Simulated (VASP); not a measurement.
# HfN (P6_3/mmc) in VASP: vibrations by perturbation theory with PBEsol

Aim: the vibrations by perturbation theory of HfN with PBEsol.

Everything below comes from runs of VASP 6.6.1. Logs are shortened: lines on timing, memory, paths and dates and some standing lists are left out, and cuts for length are marked.

## (1) The cell of the first run

It takes space group P6_3/mmc (No. 194, hexagonal). Conventional cell: a = 3.134 Å, b = 3.134 Å, c = 5.417 Å, α = 90.00°, β = 90.00°, γ = 120.00°. Within 3.0 Å of Hf (site symmetry -6m2) lie 6 N at 2.26 Å. Within 3.0 Å of N (site symmetry -3m) lie 6 Hf at 2.26 Å and 2 N at 2.71 Å.

## (2) Vibrations by perturbation theory, PBEsol

Input file INCAR:

```
SYSTEM = HfN
ALGO = Normal
EDIFF = 1E-8
ENCUT = 600
GGA = PS
GGA_COMPAT = .FALSE.
IBRION = 8
ISIF = 2
ISMEAR = 1
LASPH = .TRUE.
LCHARG = .FALSE.
LREAL = .FALSE.
LWAVE = .FALSE.
NELM = 120
NSW = 1
PREC = Accurate
SIGMA = 0.1
```

Input file KPOINTS:

```
k-points
0
G
  12 12 6
  0 0 0
```

Input file POSCAR:

```
HfN
1.0
    3.1339080200      0.0000000000      0.0000000000
   -1.5669540100      2.7140439600      0.0000000000
    0.0000000000      0.0000000000      5.4167677200
Hf N
2 2
Direct
    0.6666666712      0.3333333296      0.7500000000
    0.3333333288      0.6666666704      0.2500000000
    0.0000000000      0.0000000000      0.0000000000
    0.0000000000      0.0000000000      0.5000000000
```

Potentials or basis: VASP PAW PBE potentials, release 64 (Hf_pv, N).

Command:

```sh
cat potpaw_PBE.64/Hf_pv/POTCAR potpaw_PBE.64/N/POTCAR > POTCAR
mpirun -np 1 vasp_std > vasp.out
```

OUTCAR:

```text
SYSTEM = HfN
   EDIFF = 1E-8
   ENCUT = 600
   GGA = PS
   IBRION = 8
   ISIF = 2
   ISMEAR = 1
   LASPH = .TRUE.
   LREAL = .FALSE.
   NELM = 120
   NSW = 1
   PREC = Accurate

 ion  position               nearest neighbor table
   1  0.667  0.333  0.750-   3 2.26   4 2.26   3 2.26   4 2.26   3 2.26   4 2.26   2 3.26   2 3.26
                             2 3.26   2 3.26   2 3.26   2 3.26
   2  0.333  0.667  0.250-   3 2.26   4 2.26   3 2.26   4 2.26   3 2.26   4 2.26   1 3.26   1 3.26
                             1 3.26   1 3.26   1 3.26   1 3.26
   3  0.000  0.000  0.000-   1 2.26   2 2.26   2 2.26   1 2.26   1 2.26   2 2.26
   4  0.000  0.000  0.500-   1 2.26   2 2.26   2 2.26   1 2.26   1 2.26   2 2.26

  LATTYP: Found a hexagonal cell.
 ALAT       =     3.1339080200
 C/A-ratio  =     1.7284386413

  Lattice vectors:

 A1 = (   3.1339080200,   0.0000000000,   0.0000000000)
 A2 = (  -1.5669540100,   2.7140439600,   0.0000000000)
 A3 = (   0.0000000000,   0.0000000000,   5.4167677200)

Analysis of symmetry for initial positions (statically):
=====================================================================
 Subroutine PRICEL returns:
 Original cell was already a primitive cell.

 Routine SETGRP: Setting up the symmetry group for a
 hexagonal supercell.

 Subroutine GETGRP returns: Found 24 space group operations
 (whereof 12 operations were pure point group operations)
 out of a pool of 24 trial point group operations.

The static configuration has the point symmetry D_3d.
 The point group associated with its full space group is D_6h.

Analysis of symmetry for dynamics (positions and initial velocities):
=====================================================================
 Subroutine PRICEL returns:
 Original cell was already a primitive cell.

[... 730 lines left out ...]
  free  energy   TOTEN  =       -45.8665361595 eV

  energy  without entropy=      -45.8669161399  energy(sigma->0) =      -45.86666282

[... ionic steps 2 to 9 ...]

--------------------------------------- Ionic step       10  -------------------------------------------

------------------------ aborting loop because EDIFF is reached ----------------------------------------

[... ionic steps 11 to 11 ...]

--------------------------------------- Ionic step       12  -------------------------------------------

 Free energy of the ion-electron system (eV)
  ---------------------------------------------------
  ---------------------------------------------------
  free energy    TOTEN  =        -0.25117778 eV

  energy without entropy =       -0.25117778

------------------------ aborting loop because EDIFF is reached ----------------------------------------

 INTERNAL STRAIN TENSOR  FOR ION    3  DIRECTION 3   (eV/Angst):
 -----------------------------------------------------------------------------
    -0.00027  0.00000 -0.00000
    -0.00000 -0.00027  0.00000
     0.00000  0.00000  0.00640

 INTERNAL STRAIN TENSOR FOR ION    4 for displacements in x,y,z  (eV/Angst):
          X           Y           Z          XY          YZ          ZX
  --------------------------------------------------------------------------------
  x     0.00000     0.00000     0.00000     0.00000     0.00000     0.00000
  y     0.00000     0.00000     0.00000     0.00000     0.00000     0.00000
  z     0.00000     0.00000     0.00000     0.00000     0.00000     0.00000

 SECOND DERIVATIVES (NOT SYMMETRIZED)
 ------------------------------------
               1X          1Y          1Z          2X          2Y          2Z          3X          3Y          3Z          4X          4Y          4Z
  1X   -11.256419    0.000000    0.000000    0.833680   -0.000000    0.000000    5.211369    0.000000    0.000000    5.211369    0.000000    0.000000
  1Y     0.000000  -11.256419    0.000000    0.000000    0.833680    0.000000    0.000000    5.211369   -0.000000    0.000000    5.211369    0.000000
  1Z     0.000000    0.000000  -15.215242    0.000000    0.000000    5.527455    0.000000   -0.000000    4.843893    0.000000    0.000000    4.843893
  2X     0.833680   -0.000000    0.000000  -11.256419    0.000000    0.000000    5.211369    0.000000    0.000000    5.211369    0.000000    0.000000
  2Y     0.000000    0.833680    0.000000    0.000000  -11.256419    0.000000    0.000000    5.211369   -0.000000    0.000000    5.211369    0.000000
  2Z     0.000000    0.000000    5.527455    0.000000    0.000000  -15.215242    0.000000   -0.000000    4.843893    0.000000    0.000000    4.843893
  3X     5.217439    0.000000    0.000000    5.217439    0.000000    0.000000  -11.798911    0.000000    0.000000    1.364032    0.000000    0.000000
  3Y     0.000000    5.217439    0.000000    0.000000    5.217439    0.000000    0.000000  -11.798911    0.000000    0.000000    1.364032    0.000000
  3Z     0.000000    0.000000    4.844802    0.000000    0.000000    4.844802    0.000000    0.000000  -15.972583    0.000000   -0.000000    6.282979
  4X     5.217439    0.000000    0.000000    5.217439    0.000000    0.000000    1.364032    0.000000    0.000000  -11.798911    0.000000    0.000000
  4Y     0.000000    5.217439    0.000000    0.000000    5.217439    0.000000    0.000000    1.364032    0.000000    0.000000  -11.798911    0.000000
  4Z    -0.000000   -0.000000    4.844802    0.000000   -0.000000    4.844802    0.000000    0.000000    6.282979   -0.000000    0.000000  -15.972583

 Eigenvectors and eigenvalues of the dynamical matrix
 ----------------------------------------------------

   1 f  =   19.710175 THz   123.842683 2PiTHz  657.460675 cm-1    81.514698 meV
             X         Y         Z           dx          dy          dz
      1.566954  0.904681  4.062576    -0.000000   -0.000000    0.000000
     -0.000000  1.809363  1.354192    -0.000000   -0.000000    0.000000
      0.000000  0.000000  0.000000    -0.000000   -0.000000   -0.707107
      0.000000  0.000000  2.708384     0.000000    0.000000    0.707107
[... 71 lines left out ...]
  12 f/i=    0.002117 THz     0.013304 2PiTHz    0.070630 cm-1     0.008757 meV
             X         Y         Z           dx          dy          dz
      1.566954  0.904681  4.062576     0.303349   -0.609632    0.000000
     -0.000000  1.809363  1.354192     0.303349   -0.609632    0.000000
      0.000000  0.000000  0.000000     0.084911   -0.170643    0.000000
      0.000000  0.000000  2.708384     0.084911   -0.170643    0.000000

--------------------------------------------------------------------------------------------------------

 ELASTIC MODULI CONTR FROM IONIC RELAXATION (kBar)
 Direction    XX          YY          ZZ          XY          YZ          ZX
 --------------------------------------------------------------------------------
 XX         -25.0792     25.0792      0.0000      0.0000     -0.0000      0.0000
 YY          25.0792    -25.0792     -0.0000     -0.0000      0.0000      0.0000
 ZZ           0.0000     -0.0000     -0.0000     -0.0000      0.0000      0.0000
 XY           0.0000     -0.0000     -0.0000    -25.0792      0.0000      0.0000
 YZ          -0.0000      0.0000      0.0000      0.0000     -0.0000      0.0000
 ZX           0.0000      0.0000      0.0000      0.0000      0.0000      0.0000
 --------------------------------------------------------------------------------
```

stdout:

```text
POSCAR found type information on POSCAR HfN
 POSCAR found :  2 types and       4 ions
 scaLAPACK will be used
 -----------------------------------------------------------------------------
|                                                                             |
|                                                                             |
|     You enforced a specific xc type in the INCAR file but a different       |
|     I HOPE YOU KNOW WHAT YOU ARE DOING!                                     |
|                                                                             |
 -----------------------------------------------------------------------------

 LDA part: xc-table for (Slater+PW92), standard interpolation
 POSCAR, INCAR and KPOINTS ok, starting setup
 FFT: planning ... GRIDC
 FFT: planning ... GRID_SOFT
 FFT: planning ... GRID
 WAVECAR not read
 entering main loop
 Linear response reoptimize wavefunctions to high precision
 Linear response DOF=           4
 Linear response progress:
 first order change of Fermi-energy  -0.15538E-04
 force on displaced ion       1 direction 1 : -11.256  -0.000   0.000
 Linear response progress:
 first order change of Fermi-energy  -0.25725E-04
 force on displaced ion       1 direction 3 :  -0.000  -0.000 -15.215
 Linear response progress:
 first order change of Fermi-energy   0.25551E-04
 force on displaced ion       3 direction 1 : -11.799   0.000   0.000
 Linear response progress:
 first order change of Fermi-energy  -0.19184E-04
 force on displaced ion       3 direction 3 :   0.000  -0.000 -15.973
 Linear response finished
```

It took 17 min on 1 thread of Intel Xeon 6975P-C (Granite Rapids), shared host; peak memory 0.74 GiB.

What came out:

```
Highest phonon frequency at Γ : 657 cm⁻¹
```

Phonon frequencies in cm⁻¹ (negative: imaginary):
| q point | frequencies |
| --- | --- |
| (0.000, 0.000, 0.000) | 0 0 0 136 136 178 451 467 467 506 506 657 |

Caveat: the cell stands under pressure or tension, which shifts response properties; spin-orbit coupling is left out, which moves the levels of the heavy elements.
